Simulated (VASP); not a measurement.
LaIn: electric field gradients with LDA

LaIn:

```xyz
2
Lattice="2.9134 0.0000 0.0000 0.0000 2.9134 0.0000 0.0000 0.0000 2.9134" Properties=species:S:1:pos:R:3 pbc="T T T"
La    1.4567    1.4567    1.4567
In    0.0000    0.0000    0.0000
```

* Program: VASP 6.6.1
* Task: electric field gradients
* Functional: LDA
* Potentials or basis: VASP PAW LDA potentials, release 64 (La, In_d)
* Cutoff: 520 eV
* k mesh: 9 × 9 × 9
* Occupations: fermi-dirac, width 0.05 eV
* Spin: no spin polarisation
* Dipole correction: no
* Further INCAR settings: ALGO = Normal; EDIFF = 1e-08; NBANDS = 19

- Pressure: 265.4 GPa
- Band gap on the k mesh: zero (bands 12 and 13 overlap by 3.26 eV)
- Largest electric field gradient by atom: under 0.05 V/Å² on every atom

Levels at points of the mesh, in eV from the Fermi level:
| k point | band 9 | band 10 | band 11 | band 12 | band 13 | band 14 | band 15 | band 16 |
| --- | --- | --- | --- | --- | --- | --- | --- | --- |
| (0.00, 0.00, 0.00) | -15.41 | -7.96 | -2.39 | -2.39 | 2.42 | 2.42 | 2.42 | 3.27 |

It took 13 s on 1 thread of Intel(R) Xeon(R) Platinum 8488C (Sapphire Rapids), on a shared host, peak memory 0.15 GiB.

Caveat: the cell stands under pressure; spin-orbit coupling is left out, which moves the levels of the heavy elements.
